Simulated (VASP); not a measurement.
Wanted: the native input for a VASP 6.6.1 run.

```yaml
Task: single point
Functional: r2SCAN
Potentials_or_basis: VASP PAW PBE potentials, release 64 (Rb_sv, Br)
Cutoff: 520 eV
k_mesh: 4 × 4 × 4
Occupations: gaussian, width 0.01 eV
Spin: no spin polarisation
Dipole_correction: no
Further_INCAR_settings: ALGO = Normal; EDIFF = 1e-06; NBANDS = 15
```

RbBr:

```xyz
2
Lattice="0.0000 3.4608 3.4608 3.4608 0.0000 3.4608 3.4608 3.4608 0.0000" Properties=species:S:1:pos:R:3 pbc="T T T"
Rb    0.0000    0.0000    0.0000
Br    3.4608    3.4608    3.4608
```

One way to write it, as run:

POSCAR

```
RbBr
1.0
    0.0000000000      3.4608320096      3.4608320096
    3.4608320096      0.0000000000      3.4608320096
    3.4608320096      3.4608320096      0.0000000000
Rb Br
1 1
Direct
    0.0000000000      0.0000000000      0.0000000000
    0.5000000000      0.5000000000      0.5000000000
```

INCAR.step1

```
PREC = Accurate
ENCUT = 520
ISMEAR = 0
SIGMA = 0.01
LREAL = F
LASPH = T
NELM = 100
NBANDS = 15
GGA = PE
ALGO = Normal
EDIFF = 1E-4
LWAVE = T
LCHARG = F
```

INCAR.step2

```
PREC = Accurate
ENCUT = 520
EDIFF = 1E-6
ISMEAR = 0
SIGMA = 0.01
LREAL = F
LASPH = T
NELM = 100
ALGO = Normal
ISIF = 2
LWAVE = F
LCHARG = F
METAGGA = R2SCAN
LMIXTAU = T
NBANDS = 15
ISTART = 1
```

KPOINTS

```
regular mesh
0
Gamma
  4 4 4
```

Potentials or basis: VASP PAW PBE potentials, release 64 (Rb_sv, Br).

Launch:

```console
$ cat potpaw_PBE.64/Rb_sv/POTCAR potpaw_PBE.64/Br/POTCAR > POTCAR
$ cp INCAR.step1 INCAR
$ mpirun -np 1 vasp_std > vasp.out
$ cp INCAR.step2 INCAR
$ mpirun -np 1 vasp_std > vasp.out
```

Results of the run:

```
Pressure               : 0.0 GPa
Band gap on the k mesh : 4.89 eV
```

Caveat: the PAW data sets were made with another functional, which shifts forces and pressure a little.

Wall time 90 s on 1 thread of Intel Xeon 8259CL, on a shared host, peak memory 0.22 GiB.
